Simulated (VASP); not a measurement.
Set up this calculation in VASP 6.6.1, as the native input.

```yaml
Task: single point
Functional: PBEsol
Potentials_or_basis: VASP PAW PBE potentials, release 64 (Y_sv, Pt)
Cutoff: 520 eV
k_mesh: 10 × 10 × 10
Occupations: gaussian, width 0.1 eV
Spin: no spin polarisation
Dipole_correction: no
Further_INCAR_settings: ALGO = Normal; EDIFF = 1e-06; NBANDS = 28
```

The structure of YPt3 lies in POSCAR:

```
YPt3
1.0
    4.0621433455      0.0000000000      0.0000000000
    0.0000000000      4.0621433455      0.0000000000
    0.0000000000      0.0000000000      4.0621433455
Y Pt
1 3
Direct
    0.0000000000      0.0000000000      0.0000000000
    0.0000000000      0.5000000000      0.5000000000
    0.5000000000      0.0000000000      0.5000000000
    0.5000000000      0.5000000000      0.0000000000
```

One way to write it, as run:

INCAR

```
ALGO = Normal
EDIFF = 1E-6
ENCUT = 520
GGA = PS
ISIF = 2
ISMEAR = 0
LASPH = True
LCHARG = False
LREAL = False
LWAVE = False
NBANDS = 28
NELM = 100
PREC = Accurate
SIGMA = 0.1
```

KPOINTS

```
k-points
0
Gamma
  10 10 10
```

Potentials or basis: VASP PAW PBE potentials, release 64 (Y_sv, Pt).

Launch:

```console
$ cat potpaw_PBE.64/Y_sv/POTCAR potpaw_PBE.64/Pt/POTCAR > POTCAR
$ mpirun -np 1 vasp_std > vasp.out
```

Results of the run:

| Quantity | Value |
| --- | --- |
| Pressure | -0.3 GPa |

Caveat: the PAW data sets were made with another functional, which shifts forces and pressure a little.

Wall time 72 s on 1 thread of Intel(R) Xeon(R) Platinum 8259CL CPU @ 2.50GHz (Skylake/Cascade Lake), with other jobs on the host, peak memory 0.25 GiB.
